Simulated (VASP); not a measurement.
# C in VASP: notebook

C is run at these levels: PBE+D3(BJ); tasks: single point.

All numbers are computed with VASP 6.6.1; they aren't measurements. Logs are shortened: lines on timing, memory, paths and dates and some standing lists are left out, and cuts for length are marked.

## Step 1: The cell of the first run

The cell holds a slab with vacuum, 24 atoms: a = 2.465 Å, b = 6.738 Å, c = 27.097 Å, α = 90.00°, β = 90.00°, γ = 90.00°.

## Step 2: Single point, PBE+D3(BJ)

The input, INCAR:

```
SYSTEM = C
PREC = Accurate ; ENCUT = 520
EDIFF = 1E-6 ; ISMEAR = 0
SIGMA = 0.1 ; LREAL = Auto
LASPH = .TRUE. ; NELM = 60
ALGO = Normal ; ISIF = 2
LWAVE = .FALSE. ; LCHARG = .FALSE.
LDIPOL = .TRUE. ; IDIPOL = 3
DIPOL = 0.5 0.5 0.500 ; GGA = PE
IVDW = 12 ; NBANDS = 66
```

The input, KPOINTS:

```
regular mesh
0
G
  14 5 1
  0 0 0
```

The input, POSCAR:

```
C
1.0
    2.4649796655      0.0000000000      0.0000000000
    0.0000000000      6.7384326307      0.0000000000
    0.0000000000      0.0000000000     27.0968317240
C
24
Direct
    0.0000000000      0.4975000174      0.2767851266
    0.5000000000      0.9974999826      0.3030457000
    0.5000000000      0.4974999826      0.3030457000
    0.0000000000      0.9975000174      0.3293062733
    0.5000000000      0.4975000174      0.3555668466
    0.0000000000      0.9974999826      0.3818274200
    0.0000000000      0.4974999826      0.3818274200
    0.5000000000      0.9975000174      0.4080879933
    0.0000000000      0.4975000174      0.4343485667
    0.5000000000      0.9974999826      0.4606091400
    0.5000000000      0.4974999826      0.4606091400
    0.0000000000      0.9975000174      0.4868697133
    0.5000000000      0.4975000174      0.5131302867
    0.0000000000      0.9974999826      0.5393908600
    0.0000000000      0.4974999826      0.5393908600
    0.5000000000      0.9975000174      0.5656514333
    0.0000000000      0.4975000174      0.5919120067
    0.5000000000      0.9974999826      0.6181725800
    0.5000000000      0.4974999826      0.6181725800
    0.0000000000      0.9975000174      0.6444331534
    0.5000000000      0.4975000174      0.6706937267
    0.0000000000      0.9974999826      0.6969543000
    0.0000000000      0.4974999826      0.6969543000
    0.5000000000      0.9975000174      0.7232148734
```

Potentials or basis: VASP PAW PBE potentials, release 64 (C).

Command:

```
$ cat potpaw_PBE.64/C/POTCAR > POTCAR
$ mpirun -np 1 vasp_std > vasp.out
```

OUTCAR:

```text
SYSTEM = C
   PREC = Accurate
   ENCUT = 520
   EDIFF = 1E-6
   ISMEAR = 0
   LREAL = Auto
   LASPH = .TRUE.
   NELM = 60
   ISIF = 2
   GGA = PE
   IVDW = 12
 IVDW          = 12

 ion  position               nearest neighbor table
   1  0.000  0.498  0.277-   3 1.42   3 1.42
   2  0.500  0.997  0.303-   4 1.42   4 1.42
   3  0.500  0.497  0.303-   5 1.42   1 1.42   1 1.42
   4  0.000  0.998  0.329-   2 1.42   2 1.42   6 1.42
   5  0.500  0.498  0.356-   3 1.42   7 1.42   7 1.42
   6  0.000  0.997  0.382-   8 1.42   8 1.42   4 1.42
   7  0.000  0.497  0.382-   9 1.42   5 1.42   5 1.42
   8  0.500  0.998  0.408-   6 1.42   6 1.42  10 1.42
[... 12 lines left out ...]
  21  0.500  0.498  0.671-  23 1.42  23 1.42  19 1.42
  22  0.000  0.997  0.697-  20 1.42  24 1.42  24 1.42
  23  0.000  0.497  0.697-  21 1.42  21 1.42
  24  0.500  0.998  0.723-  22 1.42  22 1.42

  LATTYP: Found a simple orthorhombic cell.
 ALAT       =     2.4649796655
 B/A-ratio  =     2.7336666201
 C/A-ratio  =    10.9927201848

  Lattice vectors:

 A1 = (   2.4649796655,   0.0000000000,   0.0000000000)
 A2 = (   0.0000000000,   6.7384326307,   0.0000000000)
 A3 = (   0.0000000000,   0.0000000000,  27.0968317240)

Analysis of symmetry for initial positions (statically):
=====================================================================
 Subroutine PRICEL returns:
 Original cell was already a primitive cell.

 Routine SETGRP: Setting up the symmetry group for a
 simple orthorhombic supercell.

 Subroutine GETGRP returns: Found  8 space group operations
 (whereof  2 operations were pure point group operations)
 out of a pool of  8 trial point group operations.

The static configuration has the point symmetry C_1h.
 The point group associated with its full space group is D_2h.

Analysis of symmetry for dynamics (positions and initial velocities):
=====================================================================
 Subroutine PRICEL returns:
 Original cell was already a primitive cell.

 Routine SETGRP: Setting up the symmetry group for a
 simple orthorhombic supercell.

 Subroutine GETGRP returns: Found  8 space group operations
 (whereof  2 operations were pure point group operations)
 out of a pool of  8 trial point group operations.

The dynamic configuration has the point symmetry C_1h.
 The point group associated with its full space group is D_2h.

 Subroutine INISYM returns: Found  8 space group operations
 (whereof  2 operations are pure point group operations),
 and found     1 'primitive' translations

----------------------------------------------------------------------------------------

                                     Primitive cell

  volume of cell :     450.0811

  direct lattice vectors                    reciprocal lattice vectors
     2.464979666  0.000000000  0.000000000     0.405682860  0.000000000  0.000000000
     0.000000000  6.738432631  0.000000000     0.000000000  0.148402463  0.000000000
     0.000000000  0.000000000 27.096831724     0.000000000  0.000000000  0.036904684

  length of vectors
     2.464979666  6.738432631 27.096831724     0.405682860  0.148402463  0.036904684

  position of ions in fractional coordinates (direct lattice)
     0.000000000  0.497500017  0.276785127
     0.500000000  0.997499983  0.303045700
     0.500000000  0.497499983  0.303045700
     0.000000000  0.997500017  0.329306273
     0.500000000  0.497500017  0.355566847
     0.000000000  0.997499983  0.381827420
[... 16 lines left out ...]
     0.000000000  0.497499983  0.696954300
     0.500000000  0.997500017  0.723214873

  ion indices of the primitive-cell ions
   primitive index   ion index
                 1           1
                 2           2
                 3           3
                 4           4
                 5           5
                 6           6
[... 16 lines left out ...]
                23          23
                24          24

----------------------------------------------------------------------------------------

 KPOINTS: regular mesh

Automatic generation of k-mesh.
 Grid dimensions read from file:
 generate k-points for:   14    5    1

 Generating k-lattice:

  Cartesian coordinates                     Fractional coordinates (reciprocal lattice)
     0.028977347  0.000000000  0.000000000     0.071428571  0.000000000  0.000000000
     0.000000000  0.029680493  0.000000000     0.000000000  0.200000000  0.000000000
     0.000000000  0.000000000  0.036904684     0.000000000  0.000000000  1.000000000

  Length of vectors
     0.028977347  0.029680493  0.036904684

  Shift w.r.t. Gamma in fractional coordinates (k-lattice)
     0.000000000  0.000000000  0.000000000

 Subroutine IBZKPT returns following result:
 ===========================================

 Found     24 irreducible k-points:

 Following reciprocal coordinates:
            Coordinates               Weight
  0.000000  0.000000  0.000000      1.000000
  0.071429  0.000000  0.000000      2.000000
  0.142857  0.000000  0.000000      2.000000
  0.214286  0.000000  0.000000      2.000000
  0.285714  0.000000  0.000000      2.000000
  0.357143  0.000000  0.000000      2.000000
[... 16 lines left out ...]
  0.428571  0.400000  0.000000      4.000000
  0.500000  0.400000  0.000000      2.000000
   k-points           NKPTS =     24   k-points in BZ     NKDIM =     24   number of bands    NBANDS=     66
   number of dos      NEDOS =    301   number of ions     NIONS =     24
   total plane-waves  NPLWV = 189000
   dimension x,y,z NGX =    18 NGY =   50 NGZ =  210
   dimension x,y,z NGXF=    36 NGYF=  100 NGZF=  420
   ions per type =              24
   NGX,Y,Z   is equivalent  to a cutoff of  12.14, 12.34, 12.88 a.u.
   NGXF,Y,Z  is equivalent  to a cutoff of  24.28, 24.67, 25.77 a.u.
 SYSTEM =  C
   PREC   = accura    normal or accurate (medium, high low for compatibility)
   ISTART =      0    job   : 0-new  1-cont  2-samecut
   ICHARG =      2    charge: 1-file 2-atom 10-const
   ISPIN  =      1    spin polarized calculation?
   LNONCOLLINEAR =      F non collinear calculations
   LSORBIT =      F    spin-orbit coupling
   LASPH  =      T    aspherical Exc in radial PAW
   ENCUT  =  520.0 eV  38.22 Ry    6.18 a.u.   4.58 12.53 50.38*2*pi/ulx,y,z
   NELM   =     60;   NELMIN=  2; NELMDL= -5     # of ELM steps
   EDIFF  = 0.1E-05   stopping-criterion for ELM
   LREAL  =      T    real-space projection
   EDIFFG = 0.1E-04   stopping-criterion for IOM
   NSW    =      0    number of steps for IOM
   IBRION =     -1    ionic relax: 0-MD 1-quasi-New 2-CG
   NFREE  =      0    steps in history (QN), initial steepest desc. (CG)
   ISIF   =      2    stress and relaxation
   ISYM   =      2    0-nonsym 1-usesym 2-fastsym
   POTIM  = 0.5000    time-step for ionic-motion
   TEBEG  =    0.0;   TEEND  =   0.0 temperature during run
   PSTRESS=    0.0 pullay stress
   NELECT =      96.0000    total number of electrons
   NUPDOWN=      -1.0000    fix difference up-down
   EMIN   =  10.00;   EMAX   =-10.00  energy-range for DOS
   EFERMI =   0.00;   METHOD = LEGACY
   ISMEAR =     0;   SIGMA  =   0.10  broadening in eV -4-tet -1-fermi 0-gaus
   EFERMI_NEDOS =   21; number of points for ismear=-14 and -15
   IALGO  =     38    algorithm
   IMIX   =      4    mixing-type and parameters
     AMIX     =   0.40;   BMIX     =  1.00
     AMIX_MAG =   1.60;   BMIX_MAG =  1.00
  volume/ion in A,a.u.               =      18.75       126.55
  Fermi-wavevector in a.u.,A,eV,Ry     =   0.978141  1.848419 13.017519  0.956761
  Thomas-Fermi vector in A             =   2.108894
   LORBIT       =      0    0 simple, 1 ext, 2 COOP (PROOUT), +10 PAW based schemes
   GGA     = PE    functional components
   LHFCALC =     F    Hartree Fock is set to
   AEXX    =    0.0000 exact exchange contribution
   IVDW    =    12    specifies the selected vdW correction
   LEPSILON=     F    determine dielectric tensor
   LRPA    =     F    only Hartree local field effects (RPA)
 non-spin polarized calculation
 Gauss-broadening in eV      SIGMA  =   0.10
  energy-cutoff  :      520.00
  volume of cell :      450.08
 maximum number of plane-waves:     12237
   NGX =  9   NGY = 25   NGZ =101

 dipolmoment           0.000000      0.000000      0.000000 electrons x Angstroem

 number of electron      96.0000032 magnetization

 dipolmoment           0.000000      0.000000     -0.000000 electrons x Angstroem

 Free energy of the ion-electron system (eV)
  ---------------------------------------------------
  ext. energy  EPLUGINS =         0.00000000
  ---------------------------------------------------
  free energy    TOTEN  =      -207.77663448 eV

  energy without entropy =     -207.70839771  energy(sigma->0) =     -207.74251610

 E-fermi :  -1.5321     XC(G=0):  -5.5073

 val. band max:       -1.5499927092   @ k =   0.2143   0.4000   0.0000
 cond. band min:      -1.5262413281   @ k =   0.3571   0.4000   0.0000
 fundamental gap:      0.0237513811
 Fermi energy:        -1.5320926707

 k-point     1 :       0.0000    0.0000    0.0000
  band No.  band energies     occupation
      1     -20.8644      2.00000
      2     -20.5834      2.00000
      3     -20.3501      2.00000
      4     -20.0888      2.00000
      5     -19.5383      2.00000
      6     -19.3022      2.00000
[... 52 lines left out ...]
     59       4.9138      0.00000
     60       4.9172      0.00000

 k-point     2 :       0.0714    0.0000    0.0000
  band No.  band energies     occupation
      1     -20.7733      2.00000
      2     -20.4938      2.00000
      3     -20.2595      2.00000
      4     -19.9998      2.00000
      5     -19.4487      2.00000
      6     -19.2140      2.00000
[... 52 lines left out ...]
     59       4.7897      0.00000
     60       5.0353      0.00000

 k-point     3 :       0.1429    0.0000    0.0000
  band No.  band energies     occupation
      1     -20.5003      2.00000
      2     -20.2255      2.00000
      3     -19.9884      2.00000
      4     -19.7330      2.00000
      5     -19.1806      2.00000
      6     -18.9501      2.00000
[... 1259 lines left out ...]
      6     -16.3082      2.00000
[... 52 lines left out ...]
     59       2.0617      0.00000
     60       2.2881      0.00000

 k-point    24 :       0.5000    0.4000    0.0000
  band No.  band energies     occupation
      1     -16.4849      2.00000
      2     -16.4849      2.00000
      3     -16.4216      2.00000
      4     -16.4216      2.00000
      5     -16.0512      2.00000
      6     -16.0512      2.00000
[... 52 lines left out ...]
     59       1.2335      0.00000
     60       1.2335      0.00000
 [bands above 60 left out]

------------------------ aborting loop because EDIFF is reached ----------------------------------------

 vacuum level on the upper side and lower side of the slab       (xc-potential included)        -0.076        -0.076

 Edisp (eV)   -3.26230

 E8    (eV) :    -0.9477

  FORCE on cell =-STRESS in cart. coord.  units (eV):
  Direction    XX          YY          ZZ          XY          YZ          ZX
  --------------------------------------------------------------------------------------
  -------------------------------------------------------------------------------------
  Total       0.16103    -0.94077     1.56675     0.00000     0.00000     0.00000
  in kB       0.57322    -3.34892     5.57723     0.00000     0.00000     0.00000
  external pressure =        0.93 kB  Pullay stress =        0.00 kB

 VOLUME and BASIS-vectors are now :
 -----------------------------------------------------------------------------
  energy-cutoff  :      520.00
  volume of cell :      450.08
      direct lattice vectors                 reciprocal lattice vectors
     2.464979666  0.000000000  0.000000000     0.405682860  0.000000000  0.000000000
     0.000000000  6.738432631  0.000000000     0.000000000  0.148402463  0.000000000
     0.000000000  0.000000000 27.096831724     0.000000000  0.000000000  0.036904684

 POSITION                                       TOTAL-FORCE (eV/Angst)
 -----------------------------------------------------------------------------------
      0.00000      3.35237      7.50000        -0.000000     -0.000000      1.892158
      1.23249      6.72159      8.21158        -0.000000      0.000000      1.772899
      1.23249      3.35237      8.21158        -0.000000      0.000000     -2.784237
      0.00000      6.72159      8.92316        -0.000000     -0.000000     -2.771961
      1.23249      3.35237      9.63474        -0.000000      0.000000      0.955540
      0.00000      6.72159     10.34631         0.000000     -0.000000      0.999781
[... 16 lines left out ...]
      0.00000      3.35237     18.88525        -0.000000      0.000000     -1.772899
      1.23249      6.72159     19.59683        -0.000000     -0.000000     -1.892158
 -----------------------------------------------------------------------------------
    total drift:                                0.000000     -0.001455      0.000007

  FREE ENERGIE OF THE ION-ELECTRON SYSTEM (eV)
  ---------------------------------------------------
  free  energy   TOTEN  =      -211.0389364662 eV

  energy  without entropy=     -210.9706996954  energy(sigma->0) =     -211.00481808

 vacuum level on the upper side and lower side of the slab         5.200         5.200
```

Run time: 13 min. Hardware: 1 thread of Intel Xeon 6975P-C (Granite Rapids), shared host; peak memory 0.67 GiB.

What came out:

| Quantity | Value |
| --- | --- |
| Free energy | -211.0389 eV |
| Largest force | 2.784 eV/Å |
| Band gap on the k mesh | zero (bands 48 and 49 overlap by 0.22 eV) |
| Dispersion energy per atom | -0.136 eV |

Forces in eV/Å, atoms in the order of the input:
```
C    0.000  0.000  1.892
C    0.000  0.000  1.773
C    0.000  0.000 -2.784
C    0.000  0.000 -2.772
C    0.000  0.000  0.956
C    0.000  0.000  1.000
C    0.000  0.000 -0.223
C    0.000  0.000 -0.238
C    0.000  0.000  0.171
C    0.000  0.000  0.181
C    0.000  0.000 -0.103
C    0.000  0.000 -0.109
C    0.000  0.000  0.109
C    0.000  0.000  0.103
C    0.000  0.000 -0.181
C    0.000  0.000 -0.171
C    0.000  0.000  0.238
C    0.000  0.000  0.223
C    0.000  0.000 -1.000
C    0.000  0.000 -0.956
C    0.000  0.000  2.772
C    0.000  0.000  2.784
C    0.000  0.000 -1.773
C    0.000  0.000 -1.892
```

Levels at points of the mesh, in eV from the Fermi level:
```tsv
k point	band 45	band 46	band 47	band 48	band 49	band 50	band 51	band 52
(0.00, 0.00, 0.00)	-2.59	-2.06	-0.11	-0.07	0.22	0.27	2.34	2.93
(0.50, 0.00, 0.00)	-0.36	-0.36	-0.33	-0.33	0.84	0.84	0.97	0.97
```

## Step 3: Single point, PBE+D3(BJ)

The input, INCAR:

```
ALGO = Normal
DIPOL = 0.5 0.5 0.500
EDIFF = 1E-7
ENCUT = 520
GGA = PE
IDIPOL = 3
ISIF = 2
ISMEAR = 0
IVDW = 12
LASPH = True
LCHARG = False
LDIPOL = True
LREAL = Auto
LWAVE = False
NBANDS = 66
NELM = 100
PREC = Accurate
SIGMA = 0.1
```

The input, KPOINTS:

```
k-points
0
Gamma
  14 5 1
```

The input, POSCAR:

```
C
1.0
    2.4649796655      0.0000000000      0.0000000000
    0.0000000000      6.7384326307      0.0000000000
    0.0000000000      0.0000000000     27.0968317240
C
24
Direct
    0.0000000000      0.4975000000      0.2767206118
    0.5000000000      0.9975000000      0.3060584251
    0.5000000000      0.4975000000      0.2996412239
    0.0000000000      0.9975000000      0.3292162090
    0.5000000000      0.4975000000      0.3539817829
    0.0000000000      0.9975000000      0.3835659245
    0.0000000000      0.4975000000      0.3797712214
    0.5000000000      0.9975000000      0.4093729853
    0.0000000000      0.4975000000      0.4326813073
    0.5000000000      0.9975000000      0.4623195902
    0.5000000000      0.4975000000      0.4587848846
    0.0000000000      0.9975000000      0.4884217033
    0.5000000000      0.4975000000      0.5115788124
    0.0000000000      0.9975000000      0.5412125151
    0.0000000000      0.4975000000      0.5376813764
    0.5000000000      0.9975000000      0.5673157009
    0.0000000000      0.4975000000      0.5906290964
    0.5000000000      0.9975000000      0.6202268523
    0.5000000000      0.4975000000      0.6164365582
    0.0000000000      0.9975000000      0.6460164534
    0.5000000000      0.4975000000      0.6707860239
    0.0000000000      0.9975000000      0.7003571590
    0.0000000000      0.4975000000      0.6939451862
    0.5000000000      0.9975000000      0.7232783964
```

Potentials or basis: VASP PAW PBE potentials, release 64 (C).

Command:

```
$ cat potpaw_PBE.64/C/POTCAR > POTCAR
$ mpirun -np 1 vasp_std > vasp.out
```

It took 13 min on 1 thread of Intel Xeon 6975P-C (Granite Rapids), shared host; peak memory 0.68 GiB.

Results (log left out):

```yaml
Free_energy: -211.4289 eV
Largest_force: 0.040 eV/Å
Band_gap_on_the_k_mesh: zero (bands 48 and 49 overlap by 0.47 eV)
Dispersion_energy_per_atom: -0.136 eV
```

Forces in eV/Å, atoms in the order of the input:
```
C    0.000  0.000 -0.040
C    0.000  0.000 -0.030
C    0.000  0.000 -0.003
C    0.000  0.000  0.014
C    0.000  0.000 -0.024
C    0.000  0.000 -0.012
C    0.000  0.000 -0.005
C    0.000  0.000  0.014
C    0.000  0.000  0.017
C    0.000  0.000 -0.018
C    0.000  0.000  0.008
C    0.000  0.000  0.014
C    0.000  0.000 -0.014
C    0.000  0.000 -0.008
C    0.000  0.000  0.018
C    0.000  0.000 -0.017
C    0.000  0.000 -0.014
C    0.000  0.000  0.005
C    0.000  0.000  0.012
C    0.000  0.000  0.024
C    0.000  0.000 -0.014
C    0.000  0.000  0.003
C    0.000  0.000  0.030
C    0.000  0.000  0.040
```

Levels at points of the mesh, in eV from the Fermi level:
| k point | band 45 | band 46 | band 47 | band 48 | band 49 | band 50 | band 51 | band 52 |
| --- | --- | --- | --- | --- | --- | --- | --- | --- |
| (0.00, 0.00, 0.00) | -3.01 | -2.54 | -0.01 | 0.04 | 0.30 | 0.36 | 2.35 | 2.75 |
| (0.50, 0.00, 0.00) | -0.53 | -0.53 | -0.51 | -0.51 | 0.38 | 0.38 | 0.57 | 0.57 |
